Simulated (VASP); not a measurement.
# Ag in VASP: single point with PBEsol

Aim: the single point of Ag with PBEsol.

Everything below comes from runs of VASP 6.6.1. Logs are shortened: lines on timing, memory, paths and dates and some standing lists are left out, and cuts for length are marked.

## 1. The cell of the first run

The cell holds a slab with vacuum, 8 atoms: a = 2.867 Å, b = 4.691 Å, c = 24.104 Å, α = 90.00°, β = 90.00°, γ = 90.00°.

## 2. Single point, PBEsol

The input, INCAR:

```
  ALGO = Normal
  DIPOL = 0.5 0.5 0.500
  EDIFF = 1E-6
  ENCUT = 520
  GGA = PS
  IDIPOL = 3
  ISIF = 2
  ISMEAR = 0
  LASPH = T
  LCHARG = T
  LDIPOL = T
  LELF = T
  LREAL = F
  LVACPOTAV = T
  LVHAR = T
  LWAVE = F
  NBANDS = 54
  NELM = 80
  PREC = Accurate
  SIGMA = 0.1
```

The input, KPOINTS:

```
k-points
0
Gamma
  12 8 1
```

The input, POSCAR:

```
Ag
1.0
    2.8670626724      0.0000000000      0.0000000000
    0.0000000000      4.6907149341      0.0000000000
    0.0000000000      0.0000000000     24.1041467313
Ag
8
Direct
    0.0000000000      0.2500000000      0.3111497820
    0.0000000000      0.7500000000      0.3798225885
    0.5000000000      0.2500000000      0.4141589918
    0.5000000000      0.7500000000      0.4828317984
    0.0000000000      0.2500000000      0.5171682016
    0.0000000000      0.7500000000      0.5858410082
    0.5000000000      0.2500000000      0.6201774115
    0.5000000000      0.7500000000      0.6888502180
```

Potentials or basis: VASP PAW PBE potentials, release 64 (Ag).

Started as:

```
> cat potpaw_PBE.64/Ag/POTCAR > POTCAR
> mpirun -np 1 vasp_std > vasp.out
```

OUTCAR:

```text
EDIFF = 1E-6
   ENCUT = 520
   GGA = PS
   ISIF = 2
   ISMEAR = 0
   LASPH = T
   LREAL = F
   NELM = 80
   PREC = Accurate

 ion  position               nearest neighbor table
   1  0.000  0.250  0.311-   3 2.87   3 2.87   2 2.87   2 2.87
   2  0.000  0.750  0.380-   4 2.87   4 2.87   1 2.87   1 2.87   3 2.87   3 2.87   3 2.87   3 2.87

   3  0.500  0.250  0.414-   1 2.87   5 2.87   1 2.87   5 2.87   2 2.87   2 2.87   2 2.87   2 2.87
                             4 2.87   4 2.87
   4  0.500  0.750  0.483-   6 2.87   6 2.87   2 2.87   2 2.87   5 2.87   5 2.87   5 2.87   5 2.87
                             3 2.87   3 2.87
   5  0.000  0.250  0.517-   3 2.87   3 2.87   7 2.87   7 2.87   4 2.87   4 2.87   4 2.87   4 2.87
                             6 2.87   6 2.87
   6  0.000  0.750  0.586-   4 2.87   8 2.87   4 2.87   8 2.87   7 2.87   7 2.87   7 2.87   7 2.87
                             5 2.87   5 2.87
   7  0.500  0.250  0.620-   5 2.87   5 2.87   8 2.87   8 2.87   6 2.87   6 2.87   6 2.87   6 2.87

   8  0.500  0.750  0.689-   6 2.87   6 2.87   7 2.87   7 2.87

  LATTYP: Found a simple orthorhombic cell.
 ALAT       =     2.8670626724
 B/A-ratio  =     1.6360698980
 C/A-ratio  =     8.4072618863

  Lattice vectors:

 A1 = (   2.8670626724,   0.0000000000,   0.0000000000)
 A2 = (   0.0000000000,   4.6907149341,   0.0000000000)
 A3 = (   0.0000000000,   0.0000000000,  24.1041467313)

Analysis of symmetry for initial positions (statically):
=====================================================================
 Subroutine PRICEL returns:
 Original cell was already a primitive cell.

 Routine SETGRP: Setting up the symmetry group for a
 simple orthorhombic supercell.

 Subroutine GETGRP returns: Found  8 space group operations
 (whereof  2 operations were pure point group operations)
 out of a pool of  8 trial point group operations.

The static configuration has the point symmetry C_1h.
 The point group associated with its full space group is D_2h.

Analysis of symmetry for dynamics (positions and initial velocities):
=====================================================================
 Subroutine PRICEL returns:
 Original cell was already a primitive cell.

 Routine SETGRP: Setting up the symmetry group for a
 simple orthorhombic supercell.

 Subroutine GETGRP returns: Found  8 space group operations
 (whereof  2 operations were pure point group operations)
 out of a pool of  8 trial point group operations.

The dynamic configuration has the point symmetry C_1h.
 The point group associated with its full space group is D_2h.

 Subroutine INISYM returns: Found  8 space group operations
 (whereof  2 operations are pure point group operations),
 and found     1 'primitive' translations

----------------------------------------------------------------------------------------

                                     Primitive cell

  volume of cell :     324.1664

  direct lattice vectors                    reciprocal lattice vectors
     2.867062672  0.000000000  0.000000000     0.348789027  0.000000000  0.000000000
     0.000000000  4.690714934  0.000000000     0.000000000  0.213187118  0.000000000
     0.000000000  0.000000000 24.104146731     0.000000000  0.000000000  0.041486638

  length of vectors
     2.867062672  4.690714934 24.104146731     0.348789027  0.213187118  0.041486638

  position of ions in fractional coordinates (direct lattice)
     0.000000000  0.250000000  0.311149782
     0.000000000  0.750000000  0.379822588
     0.500000000  0.250000000  0.414158992
     0.500000000  0.750000000  0.482831798
     0.000000000  0.250000000  0.517168202
     0.000000000  0.750000000  0.585841008
     0.500000000  0.250000000  0.620177412
     0.500000000  0.750000000  0.688850218

  ion indices of the primitive-cell ions
   primitive index   ion index
                 1           1
                 2           2
                 3           3
                 4           4
                 5           5
                 6           6
                 7           7
                 8           8

----------------------------------------------------------------------------------------

 KPOINTS: k-points

Automatic generation of k-mesh.
 Grid dimensions read from file:
 generate k-points for:   12    8    1

 Generating k-lattice:

  Cartesian coordinates                     Fractional coordinates (reciprocal lattice)
     0.029065752  0.000000000  0.000000000     0.083333333  0.000000000  0.000000000
     0.000000000  0.026648390  0.000000000     0.000000000  0.125000000  0.000000000
     0.000000000  0.000000000  0.041486638     0.000000000  0.000000000  1.000000000

  Length of vectors
     0.029065752  0.026648390  0.041486638

  Shift w.r.t. Gamma in fractional coordinates (k-lattice)
     0.000000000  0.000000000  0.000000000

 Subroutine IBZKPT returns following result:
 ===========================================

 Found     35 irreducible k-points:

 Following reciprocal coordinates:
            Coordinates               Weight
  0.000000  0.000000  0.000000      1.000000
  0.083333  0.000000  0.000000      2.000000
  0.166667  0.000000  0.000000      2.000000
  0.250000  0.000000  0.000000      2.000000
  0.333333  0.000000  0.000000      2.000000
  0.416667  0.000000  0.000000      2.000000
[... 16 lines left out ...]
  0.083333  0.375000  0.000000      4.000000
  0.166667  0.375000  0.000000      4.000000
 [... further k-points ...]
   k-points           NKPTS =     35   k-points in BZ     NKDIM =     35   number of bands    NBANDS=     54
   number of dos      NEDOS =    301   number of ions     NIONS =      8
   total plane-waves  NPLWV = 155520
   dimension x,y,z NGX =    24 NGY =   36 NGZ =  180
   dimension x,y,z NGXF=    48 NGYF=   72 NGZF=  360
   ions per type =               8
   NGX,Y,Z   is equivalent  to a cutoff of  13.92, 12.76, 12.41 a.u.
   NGXF,Y,Z  is equivalent  to a cutoff of  27.83, 25.52, 24.83 a.u.
 SYSTEM =  unknown system
   PREC   = accura    normal or accurate (medium, high low for compatibility)
   ISTART =      0    job   : 0-new  1-cont  2-samecut
   ICHARG =      2    charge: 1-file 2-atom 10-const
   ISPIN  =      1    spin polarized calculation?
   LNONCOLLINEAR =      F non collinear calculations
   LSORBIT =      F    spin-orbit coupling
   LASPH  =      T    aspherical Exc in radial PAW
   ENCUT  =  520.0 eV  38.22 Ry    6.18 a.u.   5.33  8.72 44.82*2*pi/ulx,y,z
   NELM   =     80;   NELMIN=  2; NELMDL= -5     # of ELM steps
   EDIFF  = 0.1E-05   stopping-criterion for ELM
   LREAL  =      F    real-space projection
   EDIFFG = 0.1E-04   stopping-criterion for IOM
   NSW    =      0    number of steps for IOM
   IBRION =     -1    ionic relax: 0-MD 1-quasi-New 2-CG
   NFREE  =      0    steps in history (QN), initial steepest desc. (CG)
   ISIF   =      2    stress and relaxation
   ISYM   =      2    0-nonsym 1-usesym 2-fastsym
   POTIM  = 0.5000    time-step for ionic-motion
   TEBEG  =    0.0;   TEEND  =   0.0 temperature during run
   PSTRESS=    0.0 pullay stress
   NELECT =      88.0000    total number of electrons
   NUPDOWN=      -1.0000    fix difference up-down
   EMIN   =  10.00;   EMAX   =-10.00  energy-range for DOS
   EFERMI =   0.00;   METHOD = LEGACY
   ISMEAR =     0;   SIGMA  =   0.10  broadening in eV -4-tet -1-fermi 0-gaus
   EFERMI_NEDOS =   21; number of points for ismear=-14 and -15
   IALGO  =     38    algorithm
   IMIX   =      4    mixing-type and parameters
     AMIX     =   0.40;   BMIX     =  1.00
     AMIX_MAG =   1.60;   BMIX_MAG =  1.00
  volume/ion in A,a.u.               =      40.52       273.45
  Fermi-wavevector in a.u.,A,eV,Ry     =   1.060018  2.003143 15.288013  1.123637
  Thomas-Fermi vector in A             =   2.195384
   LORBIT       =      0    0 simple, 1 ext, 2 COOP (PROOUT), +10 PAW based schemes
   GGA     = PS    functional components
   LHFCALC =     F    Hartree Fock is set to
   AEXX    =    0.0000 exact exchange contribution
   IVDW    =     0    specifies the selected vdW correction
   LEPSILON=     F    determine dielectric tensor
   LRPA    =     F    only Hartree local field effects (RPA)
 non-spin polarized calculation
 Gauss-broadening in eV      SIGMA  =   0.10
  energy-cutoff  :      520.00
  volume of cell :      324.17
 maximum number of plane-waves:      8770
 NGX is ok and might be reduce to    24
   NGX = 11   NGY = 17   NGZ = 89

 dipolmoment           0.000000      0.000000      0.000000 electrons x Angstroem

 number of electron      88.0000002 magnetization

 dipolmoment           0.000000      0.000000     -0.000000 electrons x Angstroem

 Free energy of the ion-electron system (eV)
  ---------------------------------------------------
  ext. energy  EPLUGINS =         0.00000000
  ---------------------------------------------------
  free energy    TOTEN  =       -24.16856950 eV

  energy without entropy =      -24.16198818  energy(sigma->0) =      -24.16527884

 E-fermi :   1.2133     XC(G=0):  -5.9958

 val. band max:        1.1730725755   @ k =   0.4167   0.0000   0.0000
 cond. band min:       1.2518494153   @ k =   0.4167   0.1250   0.0000
 fundamental gap:      0.0787768397
 Fermi energy:         1.2133424005

 k-point     1 :       0.0000    0.0000    0.0000
  band No.  band energies     occupation
      1      -6.4092      2.00000
      2      -5.4960      2.00000
      3      -5.1202      2.00000
      4      -5.1118      2.00000
      5      -4.9262      2.00000
      6      -4.8796      2.00000
[... 46 lines left out ...]
     53       5.5498      0.00000
     54       5.8523      0.00000

 k-point     2 :       0.0833    0.0000    0.0000
  band No.  band energies     occupation
      1      -6.2667      2.00000
      2      -5.3664      2.00000
      3      -5.0360      2.00000
      4      -5.0176      2.00000
      5      -4.8249      2.00000
      6      -4.7798      2.00000
[... 1246 lines left out ...]
 k-point    24 :       0.1667    0.3750    0.0000
  band No.  band energies     occupation
      1      -5.0507      2.00000
      2      -4.9011      2.00000
      3      -4.7241      2.00000
      4      -4.5674      2.00000
      5      -4.5419      2.00000
      6      -4.4140      2.00000
[... 46 lines left out ...]
     53       7.2288      0.00000
     54       7.3713      0.00000

 [... further k-points ...]

------------------------ aborting loop because EDIFF is reached ----------------------------------------

  FORCE on cell =-STRESS in cart. coord.  units (eV):
  Direction    XX          YY          ZZ          XY          YZ          ZX
  --------------------------------------------------------------------------------------
  -------------------------------------------------------------------------------------
  Total       -3.2270976     -2.0604808     -2.5605680      0.0000000     -0.0000000      0.0000000
  in kB      -15.9497797    -10.1838306    -12.6554885      0.0000000     -0.0000000      0.0000000
  external PRESSURE =     -12.9296996 kB  Pullay stress =       0.0000000 kB

 VOLUME and BASIS-vectors are now :
 -----------------------------------------------------------------------------
  energy-cutoff  :      520.00
  volume of cell :      324.17
      direct lattice vectors                 reciprocal lattice vectors
     2.867062672  0.000000000  0.000000000     0.348789027  0.000000000  0.000000000
     0.000000000  4.690714934  0.000000000     0.000000000  0.213187118  0.000000000
     0.000000000  0.000000000 24.104146731     0.000000000  0.000000000  0.041486638

 POSITION                                       TOTAL-FORCE (eV/Angst)
 -----------------------------------------------------------------------------------
      0.00000      1.17268      7.50000        -0.000000      0.000000      0.484816
      0.00000      3.51804      9.15530        -0.000000      0.000000     -0.180692
      1.43353      1.17268      9.98295        -0.000000     -0.000000     -0.208600
      1.43353      3.51804     11.63825         0.000000      0.000000     -0.023158
      0.00000      1.17268     12.46590        -0.000000      0.000000      0.023158
      0.00000      3.51804     14.12120        -0.000000     -0.000000      0.208600
      1.43353      1.17268     14.94885         0.000000      0.000000      0.180692
      1.43353      3.51804     16.60415         0.000000      0.000000     -0.484816
 -----------------------------------------------------------------------------------
    total drift:                                0.000000      0.000000      0.000000

  FREE ENERGIE OF THE ION-ELECTRON SYSTEM (eV)
  ---------------------------------------------------
  free  energy   TOTEN  =       -24.1685694958 eV

  energy  without entropy=      -24.1619881753  energy(sigma->0) =      -24.16527884

 vacuum level on the upper side and lower side of the slab         5.164         5.164
```

Run time: 24 min. Hardware: 1 thread of Oxide Virtual Turin-like, shared host; peak memory 0.62 GiB.

What came out:

- Free energy: -24.1686 eV
- Largest force: 0.485 eV/Å
- Band gap on the k mesh: zero (band 44 reaches 2.90 eV, above the bottom of band 45 at -0.38 eV)

Forces on the atoms (eV/Å):
```
Ag   0.000  0.000  0.485
Ag   0.000  0.000 -0.181
Ag   0.000  0.000 -0.209
Ag   0.000  0.000 -0.023
Ag   0.000  0.000  0.023
Ag   0.000  0.000  0.209
Ag   0.000  0.000  0.181
Ag   0.000  0.000 -0.485
```

Levels at points of the mesh, in eV from the Fermi level:
```
           k point  band 42  band 43  band 44  band 45  band 46  band 47
(0.00, 0.00, 0.00)    -2.91    -2.89    -1.77     0.21     0.23     1.53
(0.50, 0.00, 0.00)    -0.41     0.14     0.14     1.99     1.99     3.41
(0.00, 0.50, 0.00)    -2.95    -2.70    -2.70    -1.56    -1.56     0.21
(0.50, 0.50, 0.00)     0.83     0.85     0.85     1.03     1.03     2.27
```

Caveat: the PAW data sets were made with another functional, which shifts forces and pressure a little.
